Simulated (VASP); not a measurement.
# BP (F-43m) in VASP: a series of runs

BP is run at these levels: LDA; tasks: vibrations by perturbation theory.

Everything below comes from runs of VASP 6.6.1. Logs are shortened: lines on timing, memory, paths and dates and some standing lists are left out, and cuts for length are marked.

## (1) The cell of the first run

The structure is cubic, space group F-43m (No. 216). Conventional cell: a = 4.491 Å, b = 4.491 Å, c = 4.491 Å, α = 90.00°, β = 90.00°, γ = 90.00°. B (site symmetry -43m) has 4 P at 1.94 Å within 2.6 Å. Within 2.6 Å of P (site symmetry -43m) lie 4 B at 1.94 Å.

## (2) Vibrations by perturbation theory, LDA

The input, INCAR:

```
SYSTEM = BP
PREC     = Accurate       ! precision mode
ENCUT    = 520            ! plane-wave cutoff, eV
EDIFF    = 1E-8           ! SCF threshold, eV
ISMEAR   = 0              ! smearing method
SIGMA    = 0.01           ! smearing width, eV
LREAL    = .FALSE.        ! projectors in reciprocal space
LASPH    = .TRUE.         ! aspherical terms in the spheres
NELM     = 100            ! most SCF steps
ALGO     = Normal         ! electronic algorithm
ISIF     = 2              ! what is computed and relaxed
LWAVE    = .FALSE.        ! write WAVECAR
LCHARG   = .TRUE.         ! write CHGCAR
NBANDS   = 11             ! bands
IBRION   = 8              ! ionic algorithm
NSW      = 1              ! ionic steps
```

The input, KPOINTS:

```
regular mesh
0
G
  8 8 8
  0 0 0
```

The input, POSCAR:

```
BP
1.0
    2.2453823381      2.2453823381      0.0000000000
   -2.2453823381      2.2453823381      0.0000000000
    0.0000000000      2.2453823381      2.2453823381
B P
1 1
Direct
    0.0000000000      0.0000000000      0.0000000000
    0.7500000000      0.2500000000      0.5000000000
```

Potentials or basis: VASP PAW LDA potentials, release 64 (B, P).

Run with:

```console
$ cat potpaw_LDA.64/B/POTCAR potpaw_LDA.64/P/POTCAR > POTCAR
$ mpirun -np 1 vasp_std > vasp.out
```

OUTCAR:

```text
SYSTEM = BP
   PREC = Accurate
   ENCUT = 520
   EDIFF = 1E-8
   ISMEAR = 0
   LREAL = .FALSE.
   LASPH = .TRUE.
   NELM = 100
   ISIF = 2
   IBRION = 8
   NSW = 1

 ion  position               nearest neighbor table
   1  0.000  0.000  0.000-   2 1.94   2 1.94   2 1.94   2 1.94
   2  0.750  0.250  0.500-   1 1.94   1 1.94   1 1.94   1 1.94

  LATTYP: Found a face centered cubic cell.
 ALAT       =     4.4907646762

  Lattice vectors:

 A1 = (   0.0000000000,   2.2453823381,   2.2453823381)
 A2 = (   2.2453823381,   0.0000000000,   2.2453823381)
 A3 = (   2.2453823381,   2.2453823381,   0.0000000000)

Analysis of symmetry for initial positions (statically):
=====================================================================
 Subroutine PRICEL returns:
 Original cell was already a primitive cell.

 Routine SETGRP: Setting up the symmetry group for a
 face centered cubic supercell.

 Subroutine GETGRP returns: Found 24 space group operations
 (whereof 24 operations were pure point group operations)
 out of a pool of 48 trial point group operations.

The static configuration has the point symmetry T_d .

Analysis of symmetry for dynamics (positions and initial velocities):
=====================================================================
 Subroutine PRICEL returns:
 Original cell was already a primitive cell.

 Routine SETGRP: Setting up the symmetry group for a
 face centered cubic supercell.

 Subroutine GETGRP returns: Found 24 space group operations
 (whereof 24 operations were pure point group operations)
 out of a pool of 48 trial point group operations.

The dynamic configuration has the point symmetry T_d .

 Subroutine INISYM returns: Found 24 space group operations
 (whereof 24 operations are pure point group operations),
 and found     1 'primitive' translations

----------------------------------------------------------------------------------------

                                     Primitive cell

  volume of cell :      22.6413

  direct lattice vectors                    reciprocal lattice vectors
     2.245382338  2.245382338  0.000000000     0.222679226  0.222679226 -0.222679226
    -2.245382338  2.245382338  0.000000000    -0.222679226  0.222679226 -0.222679226
     0.000000000  2.245382338  2.245382338     0.000000000  0.000000000  0.445358451

  length of vectors
     3.175450155  3.175450155  3.175450155     0.385691732  0.385691732  0.445358451

  position of ions in fractional coordinates (direct lattice)
     0.000000000  0.000000000  0.000000000
     0.750000000  0.250000000  0.500000000

  ion indices of the primitive-cell ions
   primitive index   ion index
                 1           1
                 2           2

----------------------------------------------------------------------------------------

 KPOINTS: regular mesh

Automatic generation of k-mesh.
 Grid dimensions read from file:
 generate k-points for:    8    8    8

 Generating k-lattice:

  Cartesian coordinates                     Fractional coordinates (reciprocal lattice)
     0.027834903  0.027834903 -0.027834903     0.125000000  0.000000000  0.000000000
    -0.027834903  0.027834903 -0.027834903     0.000000000  0.125000000  0.000000000
     0.000000000  0.000000000  0.055669806     0.000000000  0.000000000  0.125000000

  Length of vectors
     0.048211467  0.048211467  0.055669806

  Shift w.r.t. Gamma in fractional coordinates (k-lattice)
     0.000000000  0.000000000  0.000000000

 Subroutine IBZKPT returns following result:
 ===========================================

 Found     29 irreducible k-points:

 Following reciprocal coordinates:
            Coordinates               Weight
  0.000000  0.000000  0.000000      1.000000
  0.125000  0.000000  0.000000      8.000000
  0.250000  0.000000  0.000000      8.000000
  0.375000  0.000000  0.000000      8.000000
  0.500000  0.000000  0.000000      4.000000
  0.125000  0.125000  0.000000     12.000000
[... 16 lines left out ...]
  0.375000  0.250000  0.125000     48.000000
  0.500000  0.250000  0.125000     24.000000
 [... further k-points ...]
   k-points           NKPTS =     29   k-points in BZ     NKDIM =     29   number of bands    NBANDS=     11
   number of dos      NEDOS =    301   number of ions     NIONS =      2
   total plane-waves  NPLWV =  13824
[... 17 lines left out ...]
   EDIFFG = 0.1E-06   stopping-criterion for IOM
   NSW    =      1    number of steps for IOM
   IBRION =      8    ionic relax: 0-MD 1-quasi-New 2-CG
   NFREE  =      0    steps in history (QN), initial steepest desc. (CG)
   ISIF   =      2    stress and relaxation
   ISYM   =      2    0-nonsym 1-usesym 2-fastsym
   POTIM  = 0.5000    time-step for ionic-motion
   TEBEG  =    0.0;   TEEND  =   0.0 temperature during run
   PSTRESS=    0.0 pullay stress
   NELECT =       8.0000    total number of electrons
   NUPDOWN=      -1.0000    fix difference up-down
   EMIN   =  10.00;   EMAX   =-10.00  energy-range for DOS
   EFERMI =   0.00;   METHOD = LEGACY
   ISMEAR =     0;   SIGMA  =   0.01  broadening in eV -4-tet -1-fermi 0-gaus
   EFERMI_NEDOS =   21; number of points for ismear=-14 and -15
   IALGO  =     38    algorithm
   IMIX   =      4    mixing-type and parameters
     AMIX     =   0.40;   BMIX     =  1.00
     AMIX_MAG =   1.60;   BMIX_MAG =  1.00
  volume/ion in A,a.u.               =      11.32        76.40
  Fermi-wavevector in a.u.,A,eV,Ry     =   1.157367  2.187107 18.224990  1.339499
  Thomas-Fermi vector in A             =   2.293979
   LORBIT       =      0    0 simple, 1 ext, 2 COOP (PROOUT), +10 PAW based schemes
   GGA     = CA    functional components
   LHFCALC =     F    Hartree Fock is set to
   AEXX    =    0.0000 exact exchange contribution
   IVDW    =     0    specifies the selected vdW correction
   LEPSILON=     F    determine dielectric tensor
   LRPA    =     F    only Hartree local field effects (RPA)
 non-spin polarized calculation
 Gauss-broadening in eV      SIGMA  =   0.01
  energy-cutoff  :      520.00
  volume of cell :       22.64
 maximum number of plane-waves:       620
   NGX = 11   NGY = 11   NGZ = 11

--------------------------------------- Ionic step        1  -------------------------------------------

 number of electron       8.0000001 magnetization

 Free energy of the ion-electron system (eV)
  ---------------------------------------------------
  ext. energy  EPLUGINS =         0.00000000
  ---------------------------------------------------
  free energy    TOTEN  =       -14.39741905 eV

  energy without entropy =      -14.39741905  energy(sigma->0) =      -14.39741905

 E-fermi :   7.8379     XC(G=0): -11.2177

 val. band max:        7.7852988034   @ k =   0.0000   0.0000   0.0000
 cond. band min:       8.9699003298   @ k =  -0.3750   0.3750   0.0000
 fundamental gap:      1.1846015264
 Fermi energy:         7.8379383590

 k-point     1 :       0.0000    0.0000    0.0000
  band No.  band energies     occupation
      1      -7.8844      2.00000
      2       7.7853      2.00000
      3       7.7853      2.00000
      4       7.7853      2.00000
      5      11.2137      0.00000
      6      11.2137      0.00000
      7      11.2137      0.00000
      8      15.6372      0.00000
      9      19.2650      0.00000
     10      20.0593      0.00000
     11      20.0593      0.00000
[... 309 lines left out ...]
 k-point    24 :       0.5000    0.2500    0.1250
  band No.  band energies     occupation
      1      -3.7585      2.00000
      2      -0.8209      2.00000
      3       3.1855      2.00000
      4       4.5787      2.00000
      5      11.9059      0.00000
      6      13.0696      0.00000
      7      16.2447      0.00000
      8      17.6655      0.00000
      9      18.2947      0.00000
     10      22.3414      0.00000
     11      24.7093      0.00000

 [... further k-points ...]
[... 5 lines left out ...]
  --------------------------------------------------------------------------------------
  -------------------------------------------------------------------------------------
  Total       -0.0185962     -0.0185962     -0.0185962      0.0000000     -0.0000000      0.0000000
  in kB       -1.3159358     -1.3159358     -1.3159358      0.0000000     -0.0000000      0.0000000
  external PRESSURE =      -1.3159358 kB  Pullay stress =       0.0000000 kB

 VOLUME and BASIS-vectors are now :
 -----------------------------------------------------------------------------
  energy-cutoff  :      520.00
  volume of cell :       22.64
      direct lattice vectors                 reciprocal lattice vectors
     2.245382338  2.245382338  0.000000000     0.222679226  0.222679226 -0.222679226
    -2.245382338  2.245382338  0.000000000    -0.222679226  0.222679226 -0.222679226
     0.000000000  2.245382338  2.245382338     0.000000000  0.000000000  0.445358451

 POSITION                                       TOTAL-FORCE (eV/Angst)
 -----------------------------------------------------------------------------------
      0.00000      0.00000      0.00000         0.000000     -0.000000     -0.000000
      1.12269      3.36807      1.12269        -0.000000      0.000000      0.000000
 -----------------------------------------------------------------------------------
    total drift:                                0.000000      0.000000     -0.000000

  FREE ENERGIE OF THE ION-ELECTRON SYSTEM (eV)
  ---------------------------------------------------
  free  energy   TOTEN  =       -14.3974190533 eV

  energy  without entropy=      -14.3974190533  energy(sigma->0) =      -14.39741905

[... ionic steps 2 to 3 ...]

--------------------------------------- Ionic step        4  -------------------------------------------

------------------------ aborting loop because EDIFF is reached ----------------------------------------

[... ionic steps 5 to 6 ...]

--------------------------------------- Ionic step        7  -------------------------------------------

 Free energy of the ion-electron system (eV)
  ---------------------------------------------------
  ---------------------------------------------------
  free energy    TOTEN  =        -0.04120282 eV

  energy without entropy =       -0.04120282

------------------------ aborting loop because EDIFF is reached ----------------------------------------

 INTERNAL STRAIN TENSOR  FOR ION    2  DIRECTION 1   (eV/Angst):
 -----------------------------------------------------------------------------
     0.00735  0.00000 -0.00000
     0.00000 -0.01014  7.55126
     0.00000  7.55126 -0.01014

 INTERNAL STRAIN TENSOR FOR ION    2 for displacements in x,y,z  (eV/Angst):
          X           Y           Z          XY          YZ          ZX
  --------------------------------------------------------------------------------
  x     0.00000     0.00000     0.00000     0.00000     7.55126    -0.00000
  y     0.00000     0.00000     0.00000    -0.00000     0.00000     7.55126
  z     0.00000     0.00000     0.00000     7.55126    -0.00000    -0.00000

 SECOND DERIVATIVES (NOT SYMMETRIZED)
 ------------------------------------
               1X          1Y          1Z          2X          2Y          2Z
  1X   -19.780927    0.000000   -0.000000   19.780927   -0.000000    0.000000
  1Y    -0.000000  -19.780927    0.000000    0.000000   19.780927   -0.000000
  1Z    -0.000000    0.000000  -19.780927    0.000000   -0.000000   19.780927
  2X    19.784509    0.000000    0.000000  -19.784509    0.000000    0.000000
  2Y     0.000000   19.784509    0.000000    0.000000  -19.784509    0.000000
  2Z     0.000000    0.000000   19.784509    0.000000    0.000000  -19.784509

 Eigenvectors and eigenvalues of the dynamical matrix
 ----------------------------------------------------

   1 f  =   24.561950 THz   154.327282 2PiTHz  819.298454 cm-1   101.580016 meV
             X         Y         Z           dx          dy          dz
      0.000000  0.000000  0.000000    -0.000000    0.860951    0.000000
      1.122691  3.368074  1.122691    -0.000000   -0.508688    0.000000
[... 21 lines left out ...]
   6 f/i=    0.000974 THz     0.006119 2PiTHz    0.032486 cm-1     0.004028 meV
             X         Y         Z           dx          dy          dz
      0.000000  0.000000  0.000000    -0.000000    0.000000   -0.508688
      1.122691  3.368074  1.122691     0.000000    0.000000   -0.860951

--------------------------------------------------------------------------------------------------------

 ELASTIC MODULI CONTR FROM IONIC RELAXATION (kBar)
 Direction    XX          YY          ZZ          XY          YZ          ZX
 --------------------------------------------------------------------------------
 XX          -0.0000      0.0000     -0.0000      0.0000      0.0000     -0.0000
 YY           0.0000     -0.0000     -0.0000      0.0000     -0.0000     -0.0000
 ZZ          -0.0000     -0.0000     -0.0000      0.0000      0.0000     -0.0000
 XY           0.0000      0.0000      0.0000   -215.0291     -0.0000      0.0000
 YZ           0.0000     -0.0000      0.0000     -0.0000   -215.0291     -0.0000
 ZX          -0.0000     -0.0000     -0.0000      0.0000     -0.0000   -215.0291
 --------------------------------------------------------------------------------
```

It took 18 s on 1 thread of Intel Xeon 6975P-C (Granite Rapids), shared host; peak memory 0.16 GiB.

What came out:

* Highest phonon frequency at Γ, LO-TO splitting left out: 819 cm⁻¹

Phonon frequencies in cm⁻¹ (negative: imaginary):
```tsv
q point	frequencies
(0.000, 0.000, 0.000)	0 0 0 819 819 819
```

(Part 1 of 2 ends here.)
